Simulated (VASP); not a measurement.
# Hf2TaN4 in VASP: further runs, part 2 of 2

VASP 6.6.1.

**4. Single point, PBE**

This run uses another cell than the first one, of 12.57 Å³/atom.

File INCAR:

```
SYSTEM = Hf2TaN4
  PREC = Accurate
  ENCUT = 520
  EDIFF = 1E-6
  ISMEAR = 0
  SIGMA = 0.2
  LREAL = .False.
  LASPH = .True.
  NELM = 60
  ALGO = Normal
  ISIF = 2
  LWAVE = .False.
  LCHARG = .True.
  GGA = PE
  LELF = .True.
  LVHAR = .True.
  NBANDS = 34
```

File KPOINTS:

```
regular mesh
0
Gamma
  8 8 4
  0 0 0
```

File POSCAR:

```
Hf2TaN4
1.0
    0.0000000000     -3.1650341447      0.0000000000
   -5.1374989301      1.5825170723      0.0226155782
    1.5266777990      0.0000000000     -5.4189731007
Hf Ta N
2 1 4
Direct
    0.7791059809      0.5582119619      0.7730715004
    0.2208940191      0.4417880381      0.2269284996
    0.0000000000      0.0000000000      0.5000000000
    0.8561380245      0.7122760491      0.1617007866
    0.3805365802      0.7610731603      0.6119843266
    0.1438619755      0.2877239509      0.8382992134
    0.6194634198      0.2389268397      0.3880156734
```

Launch:

```console
> cat potpaw_PBE.64/Hf_pv/POTCAR potpaw_PBE.64/Ta_pv/POTCAR potpaw_PBE.64/N/POTCAR > POTCAR
> mpirun -np 1 vasp_std > vasp.out
```

Run time: 5.3 min. Hardware: 1 thread of Intel Xeon 8259CL, shared host; peak memory 0.35 GiB.

The run converged. Its results:

```
Free energy            : -75.4243 eV
Pressure               : -1.1 GPa
Largest force          : 0.168 eV/Å
Band gap on the k mesh : zero (an odd number of electrons rules out a gap without spin polarisation)
```

Forces in eV/Å, atoms in the order of the input:
```
Hf   0.004  0.000  0.018
Hf  -0.004  0.000 -0.018
Ta   0.000  0.000  0.000
N    0.142  0.000  0.082
N    0.165  0.000 -0.028
N   -0.142  0.000 -0.082
N   -0.165  0.000  0.028
```

Stress tensor (GPa, compression positive):
```
-0.79  0.00  0.33
 0.00 -1.33  0.00
 0.33  0.00 -1.22
```

Levels at points of the mesh, in eV from the Fermi level:
```
           k point  band 23  band 24  band 25  band 26  band 27  band 28  band 29  band 30
(0.00, 0.00, 0.00)    -2.12    -1.74    -1.70    -1.01     1.14     1.32     1.38     2.82
(0.50, 0.00, 0.00)    -3.86    -2.83    -2.56     1.14     1.58     2.62     2.69     2.73
(0.00, 0.50, 0.00)    -2.98    -2.67    -2.45    -1.06     1.42     1.73     2.22     2.50
(0.00, 0.00, 0.50)    -3.42    -1.94    -1.79    -0.95     1.16     2.00     2.31     2.85
(0.50, 0.00, 0.50)    -2.59    -2.56    -2.46    -0.40     1.22     1.34     2.83     3.59
(0.00, 0.50, 0.50)    -3.29    -2.73    -1.65    -1.60     0.94     1.36     2.20     2.93
```

Caveat: spin-orbit coupling is left out, which moves the levels of the heavy elements; an odd number of electrons without spin polarisation forces a metal; a magnetic or distorted state may lie lower.

**5. Single point, PBE**

This run uses another cell than the first one, of 12.57 Å³/atom.

File INCAR:

```
SYSTEM = Hf2TaN4
PREC = Accurate
ENCUT = 520
EDIFF = 1E-7
ISMEAR = 0
SIGMA = 0.1
LREAL = .False.
LASPH = .True.
NELM = 80
ALGO = Fast
ISIF = 2
LWAVE = .False.
LCHARG = .False.
GGA = PE
NBANDS = 34
```

File KPOINTS:

```
regular mesh
0
Gamma
  10 10 6
  0 0 0
```

File POSCAR:

```
Hf2TaN4
1.0
    5.1374323138     -1.5824701750     -0.0231673016
    5.1374323138      1.5824701750     -0.0231673016
   -1.5272389171      0.0000000000      5.4192087591
Hf Ta N
2 1 4
Direct
    0.2208867957      0.2208867957      0.2269260412
    0.7791132043      0.7791132043      0.7730739588
    0.0000000000      0.0000000000      0.5000000000
    0.1438705751      0.1438705751      0.8383027252
    0.6194685923      0.6194685923      0.3880073677
    0.8561294249      0.8561294249      0.1616972748
    0.3805314077      0.3805314077      0.6119926323
```

Potentials or basis: VASP PAW PBE potentials, release 64 (Hf_pv, Ta_pv, N).

Launch:

```console
> cat potpaw_PBE.64/Hf_pv/POTCAR potpaw_PBE.64/Ta_pv/POTCAR potpaw_PBE.64/N/POTCAR > POTCAR
> mpirun -np 1 vasp_std > vasp.out
```

OUTCAR:

```text
SYSTEM = Hf2TaN4
   PREC = Accurate
   ENCUT = 520
   EDIFF = 1E-7
   ISMEAR = 0
   LREAL = .False.
   LASPH = .True.
   NELM = 80
   ISIF = 2
   GGA = PE

 ion  position               nearest neighbor table
   1  0.221  0.221  0.227-   4 2.11   6 2.20   6 2.20   5 2.22   5 2.22   7 2.33   3 3.07   2 3.20
                             2 3.20   3 3.27   3 3.27   2 3.36   2 3.36
   2  0.779  0.779  0.773-   6 2.11   4 2.20   4 2.20   7 2.22   7 2.22   5 2.33   3 3.07   1 3.20
                             1 3.20   3 3.27   3 3.27   1 3.36   1 3.36
   3  0.000  0.000  0.500-   4 2.06   6 2.06   5 2.20   5 2.20   7 2.20   7 2.20   1 3.07   2 3.07
                             1 3.27   2 3.27   1 3.27   2 3.27
   4  0.144  0.144  0.838-   3 2.06   1 2.11   2 2.20   2 2.20
   5  0.619  0.619  0.388-   3 2.20   3 2.20   1 2.22   1 2.22   2 2.33
   6  0.856  0.856  0.162-   3 2.06   2 2.11   1 2.20   1 2.20
   7  0.381  0.381  0.612-   3 2.20   3 2.20   2 2.22   2 2.22   1 2.33

  LATTYP: Found a base centered monoclinic cell.
 ALAT       =    10.2749691002
 B/A-ratio  =     0.3080243180
 C/A-ratio  =     0.5479627547
 COS(beta)  =    -0.2755911786

  Lattice vectors:
[... 194 lines left out ...]
 fundamental gap:      0.0123533973
 Fermi energy:         6.0875848991

 k-point     1 :       0.0000    0.0000    0.0000
  band No.  band energies     occupation
      1     -29.8513      2.00000
      2     -29.6874      2.00000
      3     -29.5506      2.00000
      4     -25.5205      2.00000
      5     -25.2645      2.00000
      6     -25.1873      2.00000
[... 877 lines left out ...]
     33       9.8997      0.00000
     34      10.3894      0.00000

 [... further k-points ...]

------------------------ aborting loop because EDIFF is reached ----------------------------------------

  FORCE on cell =-STRESS in cart. coord.  units (eV):
  Direction    XX          YY          ZZ          XY          YZ          ZX
  --------------------------------------------------------------------------------------
  -------------------------------------------------------------------------------------
  Total       -0.6136272     -0.6954105     -0.6350515      0.0000000      0.0000000      0.1115265
  in kB      -11.1717176    -12.6606661    -11.5617687      0.0000000      0.0000000      2.0304546
  external PRESSURE =     -11.7980508 kB  Pullay stress =       0.0000000 kB

 VOLUME and BASIS-vectors are now :
 -----------------------------------------------------------------------------
  energy-cutoff  :      520.00
  volume of cell :       88.00
      direct lattice vectors                 reciprocal lattice vectors
     5.137432314 -1.582470175 -0.023167302     0.097448728 -0.315961721  0.027462956
     5.137432314  1.582470175 -0.023167302     0.097448728  0.315961721  0.027462956
    -1.527238917  0.000000000  5.419208759     0.000833193  0.000000000  0.184763594

 POSITION                                       TOTAL-FORCE (eV/Angst)
 -----------------------------------------------------------------------------------
      1.92301      0.00000      1.21952         0.049454      0.000000      0.006027
      6.82461      0.00000      4.15335        -0.049454      0.000000     -0.006027
     -0.76362      0.00000      2.70960         0.000000      0.000000     -0.000000
      0.19796      0.00000      4.53627         0.130202      0.000000      0.080656
      5.77238      0.00000      2.07399         0.137046      0.000000     -0.012381
      8.54966      0.00000      0.83660        -0.130202      0.000000     -0.080656
      2.97525      0.00000      3.29888        -0.137046      0.000000      0.012381
 -----------------------------------------------------------------------------------
    total drift:                                0.000000      0.000000      0.000000

  FREE ENERGIE OF THE ION-ELECTRON SYSTEM (eV)
  ---------------------------------------------------
  free  energy   TOTEN  =       -75.4214271441 eV

  energy  without entropy=      -75.4165431987  energy(sigma->0) =      -75.41898517
```

Run time: 18 min. Hardware: 1 thread of Oxide Virtual Turin-like, shared host; peak memory 0.55 GiB.

What came out:

| Property | Result |
| --- | --- |
| Free energy | -75.4214 eV |
| Pressure | -1.2 GPa |
| Largest force | 0.153 eV/Å |
| Band gap on the k mesh | zero (an odd number of electrons rules out a gap without spin polarisation) |

Forces in eV/Å, atoms in the order of the input:
```
Hf   0.049  0.000  0.006
Hf  -0.049  0.000 -0.006
Ta   0.000  0.000  0.000
N    0.130  0.000  0.081
N    0.137  0.000 -0.012
N   -0.130  0.000 -0.081
N   -0.137  0.000  0.012
```

Stress tensor (GPa, compression positive):
```
-1.12  0.00  0.20
 0.00 -1.27  0.00
 0.20  0.00 -1.16
```

Caveat: spin-orbit coupling is left out, which moves the levels of the heavy elements; an odd number of electrons without spin polarisation forces a metal; a magnetic or distorted state may lie lower.

**6. Overview**

| task | cell | k mesh | cutoff (eV) | smearing | gap on the mesh (eV) | pressure (GPa) | largest force (eV/Å) |
| --- | --- | --- | --- | --- | --- | --- | --- |
| single point | a = 3.170, b = 5.623, c = 5.375 Å, angles 104.7, 107.2, 90.1°, 7 atoms, atomic positions A | 4 × 2 × 3 | 520 | gaussian 0.15 eV | none | -1.2 | 0.14 |
| relaxation of cell and atoms | relaxed from a = 3.244, b = 5.559, c = 5.600 Å, angles 103.8, 106.7, 90.1°, 7 atoms, atomic positions B | 4 × 2 × 3 | 600 | gaussian 0.15 eV | none | -0.1 | 0.05 |
| single point | a = 3.165, b = 5.376, c = 5.630 Å, angles 105.3, 90.0, 107.1°, 7 atoms, atomic positions C | 8 × 8 × 4 | 520 | gaussian 0.2 eV | none | -1.1 | 0.17 |
| single point | a = 5.376, b = 5.376, c = 5.630 Å, angles 105.3, 105.3, 34.2°, 7 atoms, atomic positions D | 10 × 10 × 6 | 520 | gaussian 0.1 eV | none | -1.2 | 0.15 |

Alike in all rows: level PBE; potentials or basis VASP PAW PBE potentials, release 64 (Hf_pv, Ta_pv, N); no spin polarisation.

Caveats: some runs use coarse meshes; spin-orbit coupling is left out, which moves the levels of the heavy elements; an odd number of electrons without spin polarisation forces a metal; a magnetic or distorted state may lie lower; the relaxation stopped at a loose force limit of 0.08 eV/Å, so its end isn't a converged minimum (at least some runs).

Total energies depend on the potentials used, so only differences within one code and one set of settings carry meaning.

The gap in the log of VASP goes by the Fermi energy; the results here count the filled bands.